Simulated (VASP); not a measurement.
Runs of VASP 6.6.1 on RbBr. The structure is that of space group Pm-3m (No. 221), or close to it. The cells are those of the table. 

```csv
cell,gap on the mesh (eV),pressure (GPa)
"a = 4.361, b = 4.361, c = 4.193 Å, 2 atoms",3.58,-0.9
"a = 4.025, b = 4.025, c = 4.193 Å, 2 atoms",4.11,(a)
"a = 4.249, b = 4.249, c = 4.193 Å, 2 atoms",3.81,(b)
"a = 4.081, b = 4.081, c = 4.193 Å, 2 atoms",4.05,0.9
"a = 4.305, b = 4.305, c = 4.193 Å, 2 atoms",3.69,-0.6
"a = 4.137, b = 4.137, c = 4.193 Å, 2 atoms",3.99,0.5
```

Alike in all rows: task single point; level PBE; potentials or basis VASP PAW PBE potentials, release 64 (Rb_sv, Br); no spin polarisation; k mesh 6 × 6 × 6; cutoff (eV) 520; smearing gaussian 0.05 eV.

Q: Fill in the values left out.

A: (a) 1.5; (b) -0.3.

A k mesh can miss the band edges, and the runs leave out spin-orbit coupling on Br, Rb.
